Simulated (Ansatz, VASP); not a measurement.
Two plane-wave programs on Sb

```xyz
4
Lattice="2.1592 -6.0011 0.0000 2.1592 6.0011 0.0000 0.0000 0.0000 4.5892" Properties=species:S:1:pos:R:3 pbc="T T T"
Sb    2.1592    4.5766    4.4175
Sb    2.1592   -1.4245    2.4664
Sb    2.1592   -4.5766    0.1717
Sb    2.1592    1.4245    2.1229
```

Alike in both runs: functional PBEsol; k mesh 12 × 12 × 10; occupations gaussian, width 0.1 eV; no spin polarisation.

Ansatz relaxed the structure, and its values are those at the end. VASP's run is a single point on that final structure, the one shown.

|  | VASP | Ansatz |
| --- | --- | --- |
| version | VASP 6.6.1 | Ansatz 0.2.0 |
| potentials or method | VASP PAW PBE potentials, release 64 (Sb), cutoff 520 eV | scalar-relativistic, plane waves, PAW |
| valence electrons in the cell | 20 | 60 |

|  | VASP | Ansatz | Ansatz less VASP |
| --- | --- | --- | --- |
| gap on the k mesh at the Fermi level (eV) | none | none | - |
| pressure (GPa) | 0.2 | 0.0 | -0.19 |
| rms of the force components (eV/Å) | 0.035 | 0.001 | -0.0338 |

VASP's potentials were made for PBE, not for PBEsol. A gap of «none» marks a metal or a gap that the smearing closes. VASP's potentials hold 20 valence electrons a cell and Ansatz's 60, so a difference there can come from the potentials and not from the codes.

Spin-orbit coupling is off throughout.
